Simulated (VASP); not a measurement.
# Na (P6_3/mmc) in VASP: further runs

Na is run at these levels: PBEsol; tasks: single point, molecular dynamics.

Program: VASP 6.6.1. These are calculated values, not measurements. Logs are shortened: lines on timing, memory, paths and dates and some standing lists are left out, and cuts for length are marked.

### 1 The cell of the first run

The structure is hexagonal, space group P6_3/mmc (No. 194). Conventional cell: a = 3.767 Å, b = 3.767 Å, c = 6.154 Å, α = 90.00°, β = 90.00°, γ = 120.00°. Within 4.9 Å of Na (site symmetry -6m2) lie 12 Na at 3.77 Å.

### 2 Single point, PBEsol

Contents of INCAR:

```
  PREC = Accurate
  ENCUT = 520
  EDIFF = 1E-7
  ISMEAR = 0
  SIGMA = 0.1
  LREAL = Auto
  LASPH = T
  NELM = 100
  ALGO = Normal
  ISIF = 2
  LWAVE = F
  LCHARG = F
  GGA = PS
  NBANDS = 78
  ISYM = 0
```

Contents of KPOINTS:

```
Automatic mesh
0
Gamma
  2 2 2
  0.5 0.5 0.5
```

Contents of POSCAR:

```
Na
1.0
    0.0000000000      6.5246371200      6.1540000000
   -5.6505014964     -3.2623185600      6.1540000000
    5.6505014964     -3.2623185600      6.1540000000
Na
18
Direct
    0.3055555556      0.6388888889      0.3055555556
    0.6388888889      0.6388888889      0.9722222222
    0.3055555556      0.3055555556      0.6388888889
    0.3055555556      0.9722222222      0.9722222222
    0.6388888889      0.3055555556      0.3055555556
    0.9722222222      0.6388888889      0.6388888889
    0.9722222222      0.3055555556      0.9722222222
    0.6388888889      0.9722222222      0.6388888889
    0.9722222222      0.9722222222      0.3055555556
    0.3611111111      0.6944444444      0.6944444444
    0.6944444444      0.6944444444      0.3611111111
    0.3611111111      0.3611111111      0.0277777778
    0.3611111111      0.0277777778      0.3611111111
    0.6944444444      0.3611111111      0.6944444444
    0.0277777778      0.6944444444      0.0277777778
    0.0277777778      0.3611111111      0.3611111111
    0.6944444444      0.0277777778      0.0277777778
    0.0277777778      0.0277777778      0.6944444444
```

Potentials or basis: VASP PAW PBE potentials, release 64 (Na_pv).

The run is started by

```console
$ cat potpaw_PBE.64/Na_pv/POTCAR > POTCAR
$ mpirun -np 1 vasp_std > vasp.out
```

OUTCAR:

```text
PREC = Accurate
   ENCUT = 520
   EDIFF = 1E-7
   ISMEAR = 0
   LREAL = Auto
   LASPH = T
   NELM = 100
   ISIF = 2
   GGA = PS
   ISYM = 0

 ion  position               nearest neighbor table
   1  0.306  0.639  0.306-
   2  0.639  0.639  0.972-
   3  0.306  0.306  0.639-
   4  0.306  0.972  0.972-
   5  0.639  0.306  0.306-
   6  0.972  0.639  0.639-
[... 10 lines left out ...]
  17  0.694  0.028  0.028-
  18  0.028  0.028  0.694-

IMPORTANT INFORMATION: All symmetrisations will be switched off!
NOSYMM: (Re-)initialisation of all symmetry stuff for point group C_1.

----------------------------------------------------------------------------------------

                                     Primitive cell

  volume of cell :     680.6473

  direct lattice vectors                    reciprocal lattice vectors
     0.000000000  6.524637120  6.154000000     0.000000000  0.102176819  0.054165313
    -5.650501496 -3.262318560  6.154000000    -0.088487721 -0.051088410  0.054165313
     5.650501496 -3.262318560  6.154000000     0.088487721 -0.051088410  0.054165313

  length of vectors
     8.968980184  8.968980184  8.968980184     0.115645940  0.115645940  0.115645940

  position of ions in fractional coordinates (direct lattice)
     0.305555556  0.638888889  0.305555556
     0.638888889  0.638888889  0.972222222
     0.305555556  0.305555556  0.638888889
     0.305555556  0.972222222  0.972222222
     0.638888889  0.305555556  0.305555556
     0.972222222  0.638888889  0.638888889
[... 10 lines left out ...]
     0.694444444  0.027777778  0.027777778
     0.027777778  0.027777778  0.694444444

  ion indices of the primitive-cell ions
   primitive index   ion index
                 1           1
                 2           2
                 3           3
                 4           4
                 5           5
                 6           6
[... 10 lines left out ...]
                17          17
                18          18

----------------------------------------------------------------------------------------

 KPOINTS: Automatic mesh

Automatic generation of k-mesh.
 Grid dimensions read from file:
 generate k-points for:    2    2    2

 Generating k-lattice:

[... 39 lines left out ...]
   NELM   =    100;   NELMIN=  2; NELMDL= -5     # of ELM steps
   EDIFF  = 0.1E-06   stopping-criterion for ELM
   LREAL  =      T    real-space projection
   EDIFFG = 0.1E-05   stopping-criterion for IOM
   NSW    =      0    number of steps for IOM
   IBRION =     -1    ionic relax: 0-MD 1-quasi-New 2-CG
   NFREE  =      0    steps in history (QN), initial steepest desc. (CG)
   ISIF   =      2    stress and relaxation
   ISYM   =      0    0-nonsym 1-usesym 2-fastsym
   POTIM  = 0.5000    time-step for ionic-motion
   TEBEG  =    0.0;   TEEND  =   0.0 temperature during run
   PSTRESS=    0.0 pullay stress
   NELECT =     126.0000    total number of electrons
   NUPDOWN=      -1.0000    fix difference up-down
   EMIN   =  10.00;   EMAX   =-10.00  energy-range for DOS
   EFERMI =   0.00;   METHOD = LEGACY
   ISMEAR =     0;   SIGMA  =   0.10  broadening in eV -4-tet -1-fermi 0-gaus
   EFERMI_NEDOS =   21; number of points for ismear=-14 and -15
   IALGO  =     38    algorithm
   IMIX   =      4    mixing-type and parameters
     AMIX     =   0.40;   BMIX     =  1.00
     AMIX_MAG =   1.60;   BMIX_MAG =  1.00
  volume/ion in A,a.u.               =      37.81       255.18
  Fermi-wavevector in a.u.,A,eV,Ry     =   0.933020  1.763152 11.844231  0.870526
  Thomas-Fermi vector in A             =   2.059678
   LORBIT       =      0    0 simple, 1 ext, 2 COOP (PROOUT), +10 PAW based schemes
   GGA     = PS    functional components
   LHFCALC =     F    Hartree Fock is set to
   AEXX    =    0.0000 exact exchange contribution
   IVDW    =     0    specifies the selected vdW correction
   LEPSILON=     F    determine dielectric tensor
   LRPA    =     F    only Hartree local field effects (RPA)
 non-spin polarized calculation
 Gauss-broadening in eV      SIGMA  =   0.10
  energy-cutoff  :      520.00
  volume of cell :      680.65
 maximum number of plane-waves:     18322
 NGX is ok and might be reduce to    70
   NGX = 33   NGY = 33   NGZ = 33

 number of electron     126.0000011 magnetization

 Free energy of the ion-electron system (eV)
  ---------------------------------------------------
  ext. energy  EPLUGINS =         0.00000000
  ---------------------------------------------------
  free energy    TOTEN  =       -24.58427825 eV

  energy without entropy =      -24.43211877  energy(sigma->0) =      -24.50819851

 E-fermi :   0.4057     XC(G=0):  -6.4486

 val. band max:       -0.0507554728   @ k =   0.2500   0.2500   0.2500
 cond. band min:       0.4248711688   @ k =  -0.2500   0.2500   0.2500
 fundamental gap:      0.4756266416
 Fermi energy:         0.4057352204

 k-point     1 :       0.2500    0.2500    0.2500
  band No.  band energies     occupation
      1     -24.5748      2.00000
      2     -24.5734      2.00000
      3     -24.5734      2.00000
      4     -24.5734      2.00000
      5     -24.5716      2.00000
      6     -24.5716      2.00000
[... 301 lines left out ...]
     74       2.6575      0.00000
     75       2.7608      0.00000
 [bands above 75 left out]

------------------------ aborting loop because EDIFF is reached ----------------------------------------

  FORCE on cell =-STRESS in cart. coord.  units (eV):
  Direction    XX          YY          ZZ          XY          YZ          ZX
  --------------------------------------------------------------------------------------
  -------------------------------------------------------------------------------------
  Total       -0.3436912     -0.3436805     -1.7037527      0.0000040      0.0000052     -0.0000015
  in kB       -0.8090156     -0.8089905     -4.0104678      0.0000095      0.0000122     -0.0000034
  external PRESSURE =      -1.8761580 kB  Pullay stress =       0.0000000 kB

 VOLUME and BASIS-vectors are now :
 -----------------------------------------------------------------------------
  energy-cutoff  :      520.00
  volume of cell :      680.65
      direct lattice vectors                 reciprocal lattice vectors
     0.000000000  6.524637120  6.154000000     0.000000000  0.102176819  0.054165313
    -5.650501496 -3.262318560  6.154000000    -0.088487721 -0.051088410  0.054165313
     5.650501496 -3.262318560  6.154000000     0.088487721 -0.051088410  0.054165313

 POSITION                                       TOTAL-FORCE (eV/Angst)
 -----------------------------------------------------------------------------------
     -1.88350     -1.08744      7.69250         0.000021      0.000009     -0.000057
      1.88350     -1.08744     13.84650         0.000059     -0.000030      0.000636
      1.88350     -1.08744      7.69250        -0.000025      0.000005     -0.000052
      0.00000     -4.34976     13.84650        -0.000003      0.000085      0.000299
      0.00000      2.17488      7.69250        -0.000002     -0.000024     -0.000050
      0.00000      2.17488     13.84650         0.000002      0.000066      0.000631
[... 10 lines left out ...]
      0.00000      4.34976      4.61550         0.000001     -0.000081     -0.000308
      3.76700     -2.17488      4.61550        -0.000077      0.000047     -0.000303
 -----------------------------------------------------------------------------------
    total drift:                                0.000001      0.000000     -0.000006

  FREE ENERGIE OF THE ION-ELECTRON SYSTEM (eV)
  ---------------------------------------------------
  free  energy   TOTEN  =       -24.5842782488 eV

  energy  without entropy=      -24.4321187727  energy(sigma->0) =      -24.50819851
```

OSZICAR:

```text
N       E                     dE             d eps       ncg     rms          rms(c)
DAV:   1     0.112418761905E+04    0.11242E+04   -0.66188E+04   736   0.158E+03
DAV:   2     0.538311444543E+02   -0.10704E+04   -0.10568E+04   624   0.442E+02
DAV:   3    -0.222008469502E+02   -0.76032E+02   -0.73666E+02   728   0.148E+02
DAV:   4    -0.245642711136E+02   -0.23634E+01   -0.23348E+01   672   0.223E+01
DAV:   5    -0.246199821465E+02   -0.55711E-01   -0.55699E-01   698   0.379E+00    0.976E-01
DAV:   6    -0.245933996048E+02    0.26583E-01   -0.57700E-02   730   0.171E+00    0.600E-01
DAV:   7    -0.245851135669E+02    0.82860E-02   -0.46839E-02   730   0.143E+00    0.199E-01
DAV:   8    -0.245842756117E+02    0.83796E-03   -0.41263E-03   692   0.613E-01    0.168E-02
DAV:   9    -0.245842734649E+02    0.21468E-05   -0.80762E-05   674   0.716E-02    0.615E-03
DAV:  10    -0.245842778523E+02   -0.43874E-05   -0.50428E-06   694   0.255E-02    0.167E-03
DAV:  11    -0.245842785524E+02   -0.70009E-06   -0.51767E-07   666   0.116E-02    0.603E-04
DAV:  12    -0.245842783062E+02    0.24619E-06   -0.90564E-08   366   0.606E-03    0.196E-04
DAV:  13    -0.245842782488E+02    0.57322E-07   -0.68819E-08   360   0.260E-03
   1 F= -.24584278E+02 E0= -.24508199E+02  d E =-.152159E+00
```

It took 2.5 min on 1 thread of Intel Xeon 6975P-C (Granite Rapids), shared host; peak memory 0.68 GiB.

Results:

```
Free energy            : -24.5843 eV
Pressure               : -0.2 GPa
Band gap on the k mesh : zero (band 63 reaches 0.42 eV, above the bottom of band 64 at -0.05 eV)
```

Levels at points of the mesh, in eV from the Fermi level:
```
           k point  band 57  band 58  band 59  band 60  band 61  band 62  band 63  band 64  band 65  band 66
(0.25, 0.25, 0.25)    -1.77    -1.77    -1.13    -1.11    -1.11    -1.11    -0.46    -0.46    -0.46     1.36
```

Caveat: the k points lie up to 0.36 Å⁻¹ apart; the PAW data sets were made with another functional, which shifts forces and pressure a little.

### 3 Single point, PBEsol

Contents of INCAR:

```
SYSTEM = Na
PREC     = Accurate       ! precision mode
ENCUT    = 520            ! plane-wave cutoff, eV
EDIFF    = 1E-6           ! SCF threshold, eV
ISMEAR   = -1             ! smearing method
SIGMA    = 0.2241         ! smearing width, eV
LREAL    = Auto         
LASPH    = .TRUE.         ! aspherical terms in the spheres
NELM     = 100            ! most SCF steps
ALGO     = Normal         ! electronic algorithm
ISIF     = 2              ! what is computed and relaxed
LWAVE    = .FALSE.        ! write WAVECAR
LCHARG   = .FALSE.        ! write CHGCAR
GGA      = PS             ! functional
NBANDS   = 78             ! bands
```

KPOINTS is that of step 2.

POSCAR is that of step 2.

Potentials or basis: VASP PAW PBE potentials, release 64 (Na_pv).

The run is started by

```console
$ cat potpaw_PBE.64/Na_pv/POTCAR > POTCAR
$ mpirun -np 1 vasp_std > vasp.out
```

Wall time 62 s (1 thread of Intel Xeon 6975P-C (Granite Rapids), shared host); peak memory 0.64 GiB.

The run converged. Its results:

* Free energy: -25.5723 eV
* Pressure: -0.1 GPa
* Band gap on the k mesh: zero (band 63 reaches 0.42 eV, above the bottom of band 64 at -0.05 eV)

Stress tensor (GPa, compression positive):
```
-0.02  0.00  0.00
 0.00 -0.02  0.00
 0.00  0.00 -0.31
```

Levels at points of the mesh, in eV from the Fermi level:
```tsv
k point	band 61	band 62	band 63	band 64	band 65	band 66
(0.25, 0.25, 0.25)	-0.99	-0.99	-0.34	-0.34	-0.34	1.48
```

Caveat: the k points lie up to 0.36 Å⁻¹ apart; the PAW data sets were made with another functional, which shifts forces and pressure a little.

(Continued in part 2 of 2.)
